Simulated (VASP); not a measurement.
PtS2: single point with PBE

Crystal: PtS2.

```
Pt S
1.0
     5.42339    0.00000    0.00000
     0.00000    5.42339    0.00000
     0.00000    0.00000    3.78816
Pt S
2 4
Direct
  0.00000 0.00000 0.00000
  0.50000 0.50000 0.50000
  0.30931 0.30931 0.00000
  0.19069 0.80931 0.50000
  0.80931 0.19069 0.50000
  0.69069 0.69069 0.00000
```

- Program: VASP 6.6.1
- Task: single point
- Functional: PBE
- Potentials or basis: VASP PAW PBE potentials, release 64 (Pt, S)
- Cutoff: 520 eV
- k mesh: 6 × 6 × 6
- Occupations: fermi-dirac, width 0.02 eV
- Spin: no spin polarisation

```
Pressure               : 2.1 GPa
Largest force          : 0.034 eV/Å
Band gap on the k mesh : zero (band 22 reaches 6.57 eV, above the bottom of band 23 at 6.09 eV)
```

Forces on the atoms (eV/Å):
```
Pt   0.000  0.000  0.000
Pt   0.000  0.000  0.000
S   -0.024 -0.024  0.000
S    0.024 -0.024  0.000
S   -0.024  0.024  0.000
S    0.024  0.024  0.000
```

Stress tensor (GPa, compression positive):
```
1.79 0.00 0.00
0.00 1.79 0.00
0.00 0.00 2.68
```

Levels at points of the mesh, in eV from the Fermi level:
```
           k point  band 20  band 21  band 22  band 23  band 24  band 25
(0.00, 0.00, 0.00)    -0.43    -0.18    -0.18     0.22     2.63     2.63
(0.50, 0.00, 0.00)    -1.30    -0.63    -0.63     2.14     2.14     2.31
(0.50, 0.50, 0.00)    -1.39     0.30     0.30     0.33     0.33     2.51
(0.00, 0.00, 0.50)    -0.94    -0.02    -0.02     0.43     0.43     0.97
(0.50, 0.00, 0.50)    -1.13    -1.08    -1.08     0.06     0.06     3.40
(0.50, 0.50, 0.50)    -0.45    -0.36    -0.36     1.13     1.13     1.17
```

It took 69 s on 1 thread of Intel(R) Xeon(R) Platinum 8375C CPU @ 2.90GHz (Ice Lake), with other jobs on the host, peak memory 0.26 GiB.

Caveat: spin-orbit coupling is left out, which moves the levels of the heavy elements.
